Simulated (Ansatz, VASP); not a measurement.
## Two plane-wave programs on MoS2

The input POSCAR:

```
MoS2
1.0
    3.1410920760      0.0000000000      0.0000000000
   -1.5705460380      2.7202655334      0.0000000000
    0.0000000000      0.0000000000     17.1003198802
Mo S
1 2
Direct
    0.0000000000      0.0000000000      0.0000000000
    0.3333333333      0.6666666667      0.9105070200
    0.3333333333      0.6666666667      0.0894929800
```

File INCAR.step1:

```
SYSTEM = MoS2
PREC = Accurate ; ENCUT = 520
ISMEAR = -1 ; SIGMA = 0.05
LREAL = .FALSE. ; LASPH = .TRUE.
NELM = 80 ; NBANDS = 20
GGA = PE ; ALGO = Normal
EDIFF = 1E-4 ; LWAVE = .TRUE.
LCHARG = .FALSE.
```

INCAR.step2

```
SYSTEM = MoS2
PREC = Accurate ; ENCUT = 520
EDIFF = 1E-7 ; ISMEAR = -1
SIGMA = 0.05 ; LREAL = .FALSE.
LASPH = .TRUE. ; NELM = 80
ALGO = Normal ; ISIF = 2
LWAVE = .FALSE. ; LCHARG = .FALSE.
METAGGA = R2SCAN ; LMIXTAU = .TRUE.
NBANDS = 20 ; ISTART = 1
```

File KPOINTS:

```
Automatic mesh
0
G
  10 10 2
  0 0 0
```

input.yaml

```yaml
crystal:
  lattice:
    - [3.141092076, 0.0, 0.0]
    - [-1.570546038, 2.7202655334, 0.0]
    - [0.0, 0.0, 17.1003198802]
  atoms:
    - { symbol: Mo, position: [0.0, 0.0, 0.0] }
    - { symbol: S, position: [0.3333333333, 0.6666666667, 0.91050702] }
    - { symbol: S, position: [0.3333333333, 0.6666666667, 0.08949298] }
hamiltonian:
  xc: r2scan
  pseudopotentials: { kind: paw }
kpoints:
  mp_grid: { grid: [10, 10, 2] }
scf:
  occupations: { method: fermi_dirac, width: 0.05 }
output:
  forces: true
  stress: true
  eigenvalues: true
```

Alike in both runs: task single point; functional r2SCAN; k mesh 10 × 10 × 2; occupations fermi-dirac, width 0.05 eV; no spin polarisation.

```csv
,VASP,Ansatz
version,VASP 6.6.1,Ansatz 0.2.0
potentials or method,"VASP PAW PBE potentials, release 64 (Mo_sv, S)",Ansatz PAW
plane-wave cutoff (eV),520,500
valence electrons in the cell,26,26
```

|  | VASP | Ansatz | Ansatz less VASP |
| --- | --- | --- | --- |
| gap on the k mesh at the Fermi level (eV) | 1.95 | 1.93 | -0.016 |
| least direct gap on the mesh (eV) | 2.16 | 2.15 | -0.008 |
| rms of the force components (eV/Å) | 0.356 | 0.355 | -0.0016 |

VASP's potentials were made for PBE, not for r2SCAN. Atom by atom the forces differ by 0.002 eV/Å (rms over components).
